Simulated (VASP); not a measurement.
The system is Co.

```
Co
1.0
     0.00000    3.59210    3.59210
     1.79605    0.00000    1.79605
     1.79605    1.79605    0.00000
Co
2
Direct
  0.00000 0.00000 0.00000
  0.50000 0.00000 0.00000
```

This isn't the form of Co at room conditions, which is hcp.

Base run:

* Program: VASP 6.6.1
* Functional: PBE
* Potentials or basis: VASP PAW PBE potentials, release 64 (Co)
* Cutoff: 520 eV
* k mesh: 7 × 14 × 14
* Occupations: fermi-dirac, width 0.1 eV
* Spin: collinear spin, ferromagnetic start
* Starting moments: [0.3, 0.3] μB

Its results: pressure -21.9 GPa; net moment 0.00 μB per cell.

Question: The run is repeated on the same cell with these changes: further incar settings from ALGO = Normal; EDIFF = 1e-07; NBANDS = 20 to ALGO = Normal; EDIFF = 1e-06; NBANDS = 20; moments at the start from [0.3, 0.3] to [3.0, 3.0]. What comes out?

Answer: Pressure -10.8 GPa; net moment 3.40 μB per cell; site moments Co +1.73 μB.

Caveats: the cell stands under tension.
